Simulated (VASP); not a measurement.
# Al (P6_3/mmc) in VASP: single point with PBEsol

Aim: the single point of Al with PBEsol.

Program: VASP 6.6.1. These are calculated values, not measurements. Logs are shortened: lines on timing, memory, paths and dates and some standing lists are left out, and cuts for length are marked.

## 1. The cell of the first run

The structure is hexagonal, space group P6_3/mmc (No. 194). The conventional cell has a = 2.812 Å, b = 2.812 Å, c = 4.867 Å, α = 90.00°, β = 90.00°, γ = 120.00°. Al (site symmetry -6m2) has 12 Al at 2.81 to 2.93 Å within 3.7 Å.

## 2. Single point, PBEsol

File INCAR:

```
SYSTEM = Al
PREC = Accurate ; ENCUT = 520
EDIFF = 1E-6 ; ISMEAR = -1
SIGMA = 0.1 ; LREAL = .FALSE.
LASPH = .TRUE. ; NELM = 100
ALGO = Normal ; ISIF = 2
LWAVE = .FALSE. ; LCHARG = .FALSE.
GGA = PS ; NBANDS = 10
```

File KPOINTS:

```
Automatic mesh
0
G
  14 14 7
  0 0 0
```

File POSCAR:

```
Al
1.0
    2.8124600000      0.0000000000      0.0000000000
   -1.4062300000      2.4356600000      0.0000000000
    0.0000000000      0.0000000000      4.8668500000
Al
2
Direct
    0.6666666667      0.3333333333      0.7500000000
    0.3333333333      0.6666666667      0.2500000000
```

Potentials or basis: VASP PAW PBE potentials, release 64 (Al).

Run with:

```console
> cat potpaw_PBE.64/Al/POTCAR > POTCAR
> mpirun -np 1 vasp_std > vasp.out
```

OUTCAR:

```text
SYSTEM = Al
   PREC = Accurate
   ENCUT = 520
   EDIFF = 1E-6
   ISMEAR = -1
   LREAL = .FALSE.
   LASPH = .TRUE.
   NELM = 100
   ISIF = 2
   GGA = PS

 ion  position               nearest neighbor table
   1  0.667  0.333  0.750-   2 2.93   2 2.93   2 2.93   2 2.93   2 2.93   2 2.93
   2  0.333  0.667  0.250-   1 2.93   1 2.93   1 2.93   1 2.93   1 2.93   1 2.93

  LATTYP: Found a hexagonal cell.
 ALAT       =     2.8124600000
 C/A-ratio  =     1.7304601665

  Lattice vectors:

 A1 = (   2.8124600000,   0.0000000000,   0.0000000000)
 A2 = (  -1.4062300000,   2.4356600000,   0.0000000000)
 A3 = (   0.0000000000,   0.0000000000,   4.8668500000)

Analysis of symmetry for initial positions (statically):
=====================================================================
 Subroutine PRICEL returns:
 Original cell was already a primitive cell.

 Routine SETGRP: Setting up the symmetry group for a
 hexagonal supercell.

 Subroutine GETGRP returns: Found 24 space group operations
 (whereof 12 operations were pure point group operations)
 out of a pool of 24 trial point group operations.

The static configuration has the point symmetry D_3d.
 The point group associated with its full space group is D_6h.

Analysis of symmetry for dynamics (positions and initial velocities):
=====================================================================
 Subroutine PRICEL returns:
 Original cell was already a primitive cell.

 Routine SETGRP: Setting up the symmetry group for a
 hexagonal supercell.

 Subroutine GETGRP returns: Found 24 space group operations
 (whereof 12 operations were pure point group operations)
 out of a pool of 24 trial point group operations.

The dynamic configuration has the point symmetry D_3d.
 The point group associated with its full space group is D_6h.

 Subroutine INISYM returns: Found 24 space group operations
 (whereof 12 operations are pure point group operations),
 and found     1 'primitive' translations

----------------------------------------------------------------------------------------

                                     Primitive cell

  volume of cell :      33.3389

  direct lattice vectors                    reciprocal lattice vectors
     2.812460000  0.000000000  0.000000000     0.355560612  0.205283168  0.000000000
    -1.406230000  2.435660000  0.000000000     0.000000000  0.410566335  0.000000000
     0.000000000  0.000000000  4.866850000     0.000000000  0.000000000  0.205471712

[... 89 lines left out ...]
   ISIF   =      2    stress and relaxation
   ISYM   =      2    0-nonsym 1-usesym 2-fastsym
   POTIM  = 0.5000    time-step for ionic-motion
   TEBEG  =    0.0;   TEEND  =   0.0 temperature during run
   PSTRESS=    0.0 pullay stress
   NELECT =       6.0000    total number of electrons
   NUPDOWN=      -1.0000    fix difference up-down
   EMIN   =  10.00;   EMAX   =-10.00  energy-range for DOS
   EFERMI =   0.00;   METHOD = LEGACY
   ISMEAR =    -1;   SIGMA  =   0.10  broadening in eV -4-tet -1-fermi 0-gaus
   EFERMI_NEDOS =   21; number of points for ismear=-14 and -15
   IALGO  =     38    algorithm
   IMIX   =      4    mixing-type and parameters
     AMIX     =   0.40;   BMIX     =  1.00
     AMIX_MAG =   1.60;   BMIX_MAG =  1.00
  volume/ion in A,a.u.               =      16.67       112.49
  Fermi-wavevector in a.u.,A,eV,Ry     =   0.924290  1.746655 11.623620  0.854312
  Thomas-Fermi vector in A             =   2.050020
   LORBIT       =      0    0 simple, 1 ext, 2 COOP (PROOUT), +10 PAW based schemes
   GGA     = PS    functional components
   LHFCALC =     F    Hartree Fock is set to
   AEXX    =    0.0000 exact exchange contribution
   IVDW    =     0    specifies the selected vdW correction
   LEPSILON=     F    determine dielectric tensor
   LRPA    =     F    only Hartree local field effects (RPA)
 non-spin polarized calculation
  energy-cutoff  :      520.00
  volume of cell :       33.34
 maximum number of plane-waves:       912
 NGX is ok and might be reduce to    24
   NGX = 11   NGY = 11   NGZ = 19

 number of electron       6.0000000 magnetization

 Free energy of the ion-electron system (eV)
  ---------------------------------------------------
  ext. energy  EPLUGINS =         0.00000000
  ---------------------------------------------------
  free energy    TOTEN  =        -8.12335710 eV

  energy without entropy =       -8.09965500  energy(sigma->0) =       -8.11150605

 E-fermi :   7.8168     XC(G=0): -10.2191

 val. band max:        7.8040230493   @ k =   0.2143   0.0000   0.2857
 cond. band min:       7.8446621489   @ k =   0.3571  -0.0000   0.4286
 fundamental gap:      0.0406390997
 Fermi energy:         7.8167931328

 k-point     1 :       0.0000    0.0000    0.0000
  band No.  band energies     occupation
      1      -3.2207      2.00000
      2       2.7822      2.00000
      3       3.0106      2.00000
      4      18.9774      0.00000
      5      19.2588      0.00000
      6      19.2588      0.00000
      7      19.4776      0.00000
      8      19.4776      0.00000
      9      20.2045      0.00000
     10      22.5509      0.00000
[... 287 lines left out ...]
 k-point    24 :       0.3571    0.2857    0.0000
  band No.  band energies     occupation
      1       4.2724      2.00000
      2       4.3522      2.00000
      3       5.9582      2.00000
      4       9.6677      0.00000
      5       9.8548      0.00000
      6      10.4918      0.00000
      7      11.0695      0.00000
      8      12.3310      0.00000
      9      12.3590      0.00000
     10      25.0857      0.00000

 [... further k-points ...]

------------------------ aborting loop because EDIFF is reached ----------------------------------------

  FORCE on cell =-STRESS in cart. coord.  units (eV):
  Direction    XX          YY          ZZ          XY          YZ          ZX
  --------------------------------------------------------------------------------------
  -------------------------------------------------------------------------------------
  Total       -0.1306139     -0.1306137     -0.5420916      0.0000000     -0.0000000      0.0000000
  in kB       -6.2769555     -6.2769461    -26.0514715      0.0000000     -0.0000000      0.0000000
  external PRESSURE =     -12.8684577 kB  Pullay stress =       0.0000000 kB

 VOLUME and BASIS-vectors are now :
 -----------------------------------------------------------------------------
  energy-cutoff  :      520.00
  volume of cell :       33.34
      direct lattice vectors                 reciprocal lattice vectors
     2.812460000  0.000000000  0.000000000     0.355560612  0.205283168  0.000000000
    -1.406230000  2.435660000  0.000000000     0.000000000  0.410566335  0.000000000
     0.000000000  0.000000000  4.866850000     0.000000000  0.000000000  0.205471712

 POSITION                                       TOTAL-FORCE (eV/Angst)
 -----------------------------------------------------------------------------------
      1.40623      0.81189      3.65014         0.000000     -0.000000      0.000000
     -0.00000      1.62377      1.21671        -0.000000      0.000000      0.000000
 -----------------------------------------------------------------------------------
    total drift:                                0.000000     -0.000000      0.000000

  FREE ENERGIE OF THE ION-ELECTRON SYSTEM (eV)
  ---------------------------------------------------
  free  energy   TOTEN  =        -8.1233570991 eV

  energy  without entropy=       -8.0996549994  energy(sigma->0) =       -8.11150605
```

Run time: 16 s. Hardware: 1 thread of Intel Xeon 6975P-C, shared host; peak memory 0.16 GiB.

Results:

| Item | Value |
| --- | --- |
| Free energy | -8.1234 eV |
| Pressure | -1.3 GPa |
| Band gap on the k mesh | zero (band 3 reaches 10.32 eV, above the bottom of band 4 at 5.00 eV) |

Stress tensor (GPa, compression positive):
```
-0.63  0.00  0.00
 0.00 -0.63  0.00
 0.00  0.00 -2.61
```

Caveat: the PAW data sets were made with another functional, which shifts forces and pressure a little.
